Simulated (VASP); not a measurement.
# Ga2B3As5 (I-4m2) in VASP: further runs

Ga2B3As5 is run at these levels: PBE; tasks: single point.

Program: VASP 6.6.1. These are calculated values, not measurements. Logs are shortened: lines on timing, memory, paths and dates and some standing lists are left out, and cuts for length are marked.

### Step 1. The cell of the first run

It takes space group I-4m2 (No. 119, tetragonal). The conventional cell has a = 3.624 Å, b = 3.624 Å, c = 26.534 Å, α = 90.00°, β = 90.00°, γ = 90.00°. Within 3.2 Å of Ga (site symmetry 2mm) lie 4 As at 2.39 to 2.41 Å. B (site symmetry 2mm) has 4 As at 2.15 to 2.16 Å within 2.8 Å. Within 2.9 Å of B (site symmetry -4m2) lie 4 As at 2.15 Å. As (site symmetry -4m2) has 4 Ga at 2.39 Å within 3.2 Å. Within 2.8 Å of As (site symmetry 2mm) lie 2 B at 2.15 Å and 2 Ga at 2.41 Å. Within 2.9 Å of As (site symmetry 2mm) lie 4 B at 2.15 to 2.16 Å.

### Step 2. Single point, PBE

The input, INCAR:

```
PREC = Accurate
ENCUT = 520
EDIFF = 1E-6
ISMEAR = 0
SIGMA = 0.1
LREAL = F
LASPH = T
NELM = 60
ALGO = Normal
ISIF = 2
LWAVE = F
LCHARG = F
GGA = PE
NBANDS = 41
```

The input, KPOINTS:

```
regular mesh
0
Gamma
  6 6 6
```

The input, POSCAR:

```
Ga2B3As5
1.0
   -1.8122050397      1.8122050397     13.2669320630
    1.8122050397     -1.8122050397     13.2669320630
    1.8122050397      1.8122050397    -13.2669320630
Ga B As
2 3 5
Direct
    0.6912853660      0.6912853660      0.0000000000
    0.3087146340      0.3087146340      0.0000000000
    0.9119888088      0.9119888088      0.0000000000
    0.5000000000      0.5000000000      0.0000000000
    0.0880111912      0.0880111912      0.0000000000
    0.2500000000      0.7500000000      0.5000000000
    0.8684839640      0.3684839640      0.5000000000
    0.4560710954      0.9560710954      0.5000000000
    0.0439289046      0.5439289046      0.5000000000
    0.6315160360      0.1315160360      0.5000000000
```

Potentials or basis: VASP PAW PBE potentials, release 64 (Ga_d, B, As).

Started as:

```console
$ cat potpaw_PBE.64/Ga_d/POTCAR potpaw_PBE.64/B/POTCAR potpaw_PBE.64/As/POTCAR > POTCAR
$ mpirun -np 1 vasp_std > vasp.out
```

OUTCAR:

```text
PREC = Accurate
   ENCUT = 520
   EDIFF = 1E-6
   ISMEAR = 0
   LREAL = F
   LASPH = T
   NELM = 60
   ISIF = 2
   GGA = PE

 ion  position               nearest neighbor table
   1  0.691  0.691  0.000-   6 2.39   6 2.39  10 2.41  10 2.41
   2  0.309  0.309  0.000-   6 2.39   6 2.39   7 2.41   7 2.41
   3  0.912  0.912  0.000-   7 2.15   7 2.15   8 2.16   8 2.16
   4  0.500  0.500  0.000-   9 2.15   8 2.15   9 2.15   8 2.15
   5  0.088  0.088  0.000-  10 2.15  10 2.15   9 2.16   9 2.16
   6  0.250  0.750  0.500-   2 2.39   1 2.39   2 2.39   1 2.39
   7  0.868  0.368  0.500-   3 2.15   3 2.15   2 2.41   2 2.41
   8  0.456  0.956  0.500-   4 2.15   4 2.15   3 2.16   3 2.16
   9  0.044  0.544  0.500-   4 2.15   4 2.15   5 2.16   5 2.16
  10  0.632  0.132  0.500-   5 2.15   5 2.15   1 2.41   1 2.41

  LATTYP: Found a body centered tetragonal cell.
 ALAT       =     3.6244100794
 C/A-ratio  =     7.3208780311

  Lattice vectors:

 A1 = (  -1.8122050397,   1.8122050397,  13.2669320630)
 A2 = (   1.8122050397,  -1.8122050397,  13.2669320630)
 A3 = (   1.8122050397,   1.8122050397, -13.2669320630)

Analysis of symmetry for initial positions (statically):
=====================================================================
 Subroutine PRICEL returns:
 Original cell was already a primitive cell.

 Routine SETGRP: Setting up the symmetry group for a
 body centered tetragonal supercell.

 Subroutine GETGRP returns: Found  8 space group operations
 (whereof  8 operations were pure point group operations)
 out of a pool of 16 trial point group operations.

The static configuration has the point symmetry D_2d.

Analysis of symmetry for dynamics (positions and initial velocities):
=====================================================================
 Subroutine PRICEL returns:
 Original cell was already a primitive cell.

 Routine SETGRP: Setting up the symmetry group for a
 body centered tetragonal supercell.

 Subroutine GETGRP returns: Found  8 space group operations
 (whereof  8 operations were pure point group operations)
 out of a pool of 16 trial point group operations.

The dynamic configuration has the point symmetry D_2d.

 Subroutine INISYM returns: Found  8 space group operations
 (whereof  8 operations are pure point group operations),
 and found     1 'primitive' translations

[... 118 lines left out ...]
   POTIM  = 0.5000    time-step for ionic-motion
   TEBEG  =    0.0;   TEEND  =   0.0 temperature during run
   PSTRESS=    0.0 pullay stress
   NELECT =      60.0000    total number of electrons
   NUPDOWN=      -1.0000    fix difference up-down
   EMIN   =  10.00;   EMAX   =-10.00  energy-range for DOS
   EFERMI =   0.00;   METHOD = LEGACY
   ISMEAR =     0;   SIGMA  =   0.10  broadening in eV -4-tet -1-fermi 0-gaus
   EFERMI_NEDOS =   21; number of points for ismear=-14 and -15
   IALGO  =     38    algorithm
   IMIX   =      4    mixing-type and parameters
     AMIX     =   0.40;   BMIX     =  1.00
     AMIX_MAG =   1.60;   BMIX_MAG =  1.00
  volume/ion in A,a.u.               =      17.43       117.61
  Fermi-wavevector in a.u.,A,eV,Ry     =   1.147388  2.168248 17.912050  1.316499
  Thomas-Fermi vector in A             =   2.284068
   LORBIT       =      0    0 simple, 1 ext, 2 COOP (PROOUT), +10 PAW based schemes
   GGA     = PE    functional components
   LHFCALC =     F    Hartree Fock is set to
   AEXX    =    0.0000 exact exchange contribution
   IVDW    =     0    specifies the selected vdW correction
   LEPSILON=     F    determine dielectric tensor
   LRPA    =     F    only Hartree local field effects (RPA)
 non-spin polarized calculation
 Gauss-broadening in eV      SIGMA  =   0.10
  energy-cutoff  :      520.00
  volume of cell :      174.28
 maximum number of plane-waves:      4741
   NGX = 51   NGY = 51   NGZ = 51

 number of electron      60.0000006 magnetization

 Free energy of the ion-electron system (eV)
  ---------------------------------------------------
  ext. energy  EPLUGINS =         0.00000000
  ---------------------------------------------------
  free energy    TOTEN  =       -49.09630742 eV

  energy without entropy =      -49.09589291  energy(sigma->0) =      -49.09610016

 E-fermi :   5.5226     XC(G=0): -10.0710

 val. band max:        5.4056620048   @ k =   0.0000   0.0000   0.0000
 cond. band min:       5.6736167005   @ k =   0.5000   0.5000   0.5000
 fundamental gap:      0.2679546957
 Fermi energy:         5.5226426077

 k-point     1 :       0.0000    0.0000    0.0000
  band No.  band energies     occupation
      1     -10.0764      2.00000
      2     -10.0282      2.00000
      3      -9.9264      2.00000
      4      -9.9264      2.00000
      5      -9.8953      2.00000
      6      -9.8953      2.00000
[... 1045 lines left out ...]
     40       9.3724      0.00000
     41       9.9092      0.00000

 [... further k-points ...]

------------------------ aborting loop because EDIFF is reached ----------------------------------------

  FORCE on cell =-STRESS in cart. coord.  units (eV):
  Direction    XX          YY          ZZ          XY          YZ          ZX
  --------------------------------------------------------------------------------------
  -------------------------------------------------------------------------------------
  Total        0.4682248      0.4682248     -0.0261839      0.0000000      0.0000000      0.0000000
  in kB        4.3044717      4.3044717     -0.2407133      0.0000000      0.0000000      0.0000000
  external PRESSURE =       2.7894100 kB  Pullay stress =       0.0000000 kB

 VOLUME and BASIS-vectors are now :
 -----------------------------------------------------------------------------
  energy-cutoff  :      520.00
  volume of cell :      174.28
      direct lattice vectors                 reciprocal lattice vectors
    -1.812205040  1.812205040 13.266932063     0.000000000  0.275906969  0.037687688
     1.812205040 -1.812205040 13.266932063     0.275906969  0.000000000  0.037687688
     1.812205040  1.812205040-13.266932063     0.275906969  0.275906969  0.000000000

 POSITION                                       TOTAL-FORCE (eV/Angst)
 -----------------------------------------------------------------------------------
      0.00000      0.00000     18.34247         0.000000     -0.000000     -0.006287
      0.00000      0.00000      8.19139         0.000000     -0.000000      0.006287
      0.00000      0.00000     24.19859        -0.000000      0.000000     -0.002557
      0.00000      0.00000     13.26693        -0.000000      0.000000      0.000000
      0.00000      0.00000      2.33528        -0.000000      0.000000      0.002557
      1.81221      0.00000      6.63347        -0.000000      0.000000      0.000000
      0.00000      1.81221      9.77730         0.000000     -0.000000      0.005635
      1.81221      0.00000     12.10133        -0.000000      0.000000     -0.002516
      1.81221      0.00000      1.16560        -0.000000      0.000000      0.002516
      0.00000      1.81221      3.48963         0.000000     -0.000000     -0.005635
 -----------------------------------------------------------------------------------
    total drift:                                0.000001     -0.000001      0.000000

  FREE ENERGIE OF THE ION-ELECTRON SYSTEM (eV)
  ---------------------------------------------------
  free  energy   TOTEN  =       -49.0963074218 eV

  energy  without entropy=      -49.0958929066  energy(sigma->0) =      -49.09610016
```

Run time: 38 min. Hardware: 1 thread of Intel Xeon Platinum 8259CL at 2.50GHz (Skylake/Cascade Lake), shared host; peak memory 1.7 GiB.

Results:

* Free energy: -49.0963 eV
* Pressure: 0.3 GPa
* Largest force: 0.006 eV/Å
* Band gap on the k mesh: 0.27 eV (least direct gap 0.28 eV)

Forces in eV/Å, atoms in the order of the input:
```
Ga   0.000  0.000 -0.006
Ga   0.000  0.000  0.006
B    0.000  0.000 -0.003
B    0.000  0.000  0.000
B    0.000  0.000  0.003
As   0.000  0.000  0.000
As   0.000  0.000  0.006
As   0.000  0.000 -0.003
As   0.000  0.000  0.003
As   0.000  0.000 -0.006
```

Caveat: semilocal functionals underestimate gaps, and a narrow one can read as zero. A k mesh can miss the band edges.

### Step 3. Single point, PBE

This run uses another cell than the first one, of 17.96 Å³/atom.

The input, INCAR:

```
PREC = Accurate
ENCUT = 520
EDIFF = 1E-6
ISMEAR = 0
SIGMA = 0.1
LREAL = False
LASPH = True
NELM = 60
ALGO = Normal
ISIF = 2
LWAVE = False
LCHARG = False
GGA = PE
NBANDS = 41
```

The input, KPOINTS:

```
Automatic mesh
0
Gamma
  6 6 6
```

The input, POSCAR:

```
Ga2B3As5
1.0
   -1.8517826500      1.8517826500     13.0940807000
    1.8517826500     -1.8517826500     13.0940807000
    1.8517826500      1.8517826500    -13.0940807000
Ga B As
2 3 5
Direct
    0.7000000000      0.7000000000      0.0000000000
    0.3000000000      0.3000000000      0.0000000000
    0.9000000000      0.9000000000      0.0000000000
    0.5000000000      0.5000000000      0.0000000000
    0.1000000000      0.1000000000      0.0000000000
    0.2500000000      0.7500000000      0.5000000000
    0.8500000000      0.3500000000      0.5000000000
    0.4500000000      0.9500000000      0.5000000000
    0.0500000000      0.5500000000      0.5000000000
    0.6500000000      0.1500000000      0.5000000000
```

Potentials or basis: VASP PAW PBE potentials, release 64 (Ga_d, B, As).

Started as:

```console
$ cat potpaw_PBE.64/Ga_d/POTCAR potpaw_PBE.64/B/POTCAR potpaw_PBE.64/As/POTCAR > POTCAR
$ mpirun -np 1 vasp_std > vasp.out
```

Run time: 39 min. Hardware: 1 thread of Intel Xeon Platinum 8259CL at 2.50GHz (Skylake/Cascade Lake), shared host; peak memory 1.8 GiB.

Results (log left out):

```
Free energy            : -47.0898 eV
Pressure               : 1.4 GPa
Largest force          : 3.876 eV/Å
Band gap on the k mesh : 1.06 eV
```

Forces on the atoms (eV/Å):
```
Ga   0.000  0.000 -0.273
Ga   0.000  0.000  0.273
B    0.000  0.000  0.181
B    0.000  0.000  0.000
B    0.000  0.000 -0.181
As   0.000  0.000  0.000
As   0.000  0.000  3.876
As   0.000  0.000  0.048
As   0.000  0.000 -0.048
As   0.000  0.000 -3.876
```

Stress tensor (GPa, compression positive):
```
1.61 0.00 0.00
0.00 1.61 0.00
0.00 0.00 0.95
```

Levels at points of the mesh, in eV from the valence-band top:
```csv
k point,band 26,band 27,band 28,band 29,band 30,band 31,band 32,band 33,band 34,band 35
"(0.00, 0.00, 0.00)",-1.67,-1.67,-0.11,0.00,0.00,1.06,1.25,1.52,2.02,2.04
"(0.50, 0.00, 0.00)",-1.62,-1.57,-1.54,-1.52,-1.35,1.29,2.00,2.09,2.88,3.04
"(0.50, 0.50, 0.00)",-3.69,-3.63,-3.56,-3.31,-3.31,1.27,1.43,1.99,2.20,2.22
"(0.50, 0.50, 0.50)",-1.28,-0.85,-0.85,-0.47,-0.47,1.28,1.38,1.40,1.48,2.24
```

Caveat: forces of over 1 eV/Å act on the atoms, so gaps and moduli don't describe the material at rest. A k mesh can miss the band edges.
